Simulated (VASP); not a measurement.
Wanted: the native input for a VASP 6.6.1 run.

```
Task                   : single point
Functional             : PBE
Dispersion             : D3(BJ)
Potentials or basis    : VASP PAW PBE potentials, release 64 (Si, O)
Cutoff                 : 520 eV
k mesh                 : 7 × 4 × 1
Occupations            : gaussian, width 0.05 eV
Spin                   : collinear spin, ferromagnetic start
Starting moments       : [0.0, 0.0, 0.0, 0.0, 0.0, 0.0, 0.0, 0.0, 2.0] μB
Dipole correction      : yes
Further INCAR settings : ALGO = Normal; EDIFF = 1e-06; NBANDS = 33
```

The structure of Si8O lies in POSCAR:

```
Si8O
1.0
    3.8155170209      0.0000000000      0.0000000000
    0.0000000000      6.3129357835      0.0000000000
    0.0000000000      0.0000000000     21.3318711348
Si O
8 1
Direct
    0.0000000000      0.9369021389      0.1875128522
    0.0000000000      0.5630978611      0.1875128522
    0.5000000000      0.4369021389      0.2391466205
    0.5000000000      0.0630978611      0.2391466205
    0.5000000000      0.9332664455      0.3430438269
    0.5000000000      0.5667335545      0.3430438269
    0.0000000000      0.4266292811      0.3858954089
    0.0000000000      0.0733707189      0.3858954089
    0.0000000000      1.2599626144      0.4890274777
```

The input as run:

INCAR

```
SYSTEM = Si8O
  PREC = Accurate
  ENCUT = 520
  EDIFF = 1E-6
  ISMEAR = 0
  SIGMA = 0.05
  LREAL = .False.
  LASPH = .True.
  NELM = 150
  ALGO = Normal
  ISIF = 2
  LWAVE = .False.
  LCHARG = .True.
  ISPIN = 2
  MAGMOM = 0 0 0 0 0 0 0 0 2
  LORBIT = 11
  LDIPOL = .True.
  IDIPOL = 3
  DIPOL = 0.5 0.5 0.311
  GGA = PE
  IVDW = 12
  LELF = .True.
  LVHAR = .True.
  LVACPOTAV = .True.
  NBANDS = 33
```

KPOINTS

```
regular mesh
0
Gamma
  7 4 1
  0 0 0
```

Potentials or basis: VASP PAW PBE potentials, release 64 (Si, O).

Run with:

```bash
$ cat potpaw_PBE.64/Si/POTCAR potpaw_PBE.64/O/POTCAR > POTCAR
$ mpirun -np 1 vasp_std > vasp.out
```

Results of the run:

```json
{
  "Largest force": "4.130 eV/Å",
  "Net moment": "-0.49 μB per cell",
  "Site moments": "Si -0.01, -0.00, +0.02, +0.03 (each value once); O -0.46 μB",
  "Valence electrons inside the program's atomic spheres": "Si 1.64, 1.67, 1.71, 1.72 (each value once); O 4.65",
  "Dispersion energy per atom": "-0.239 eV"
}
```

Run time: 13 min on 1 thread of Intel(R) Xeon(R) Platinum 8488C (Sapphire Rapids), with other jobs on the host, peak memory 0.83 GiB.
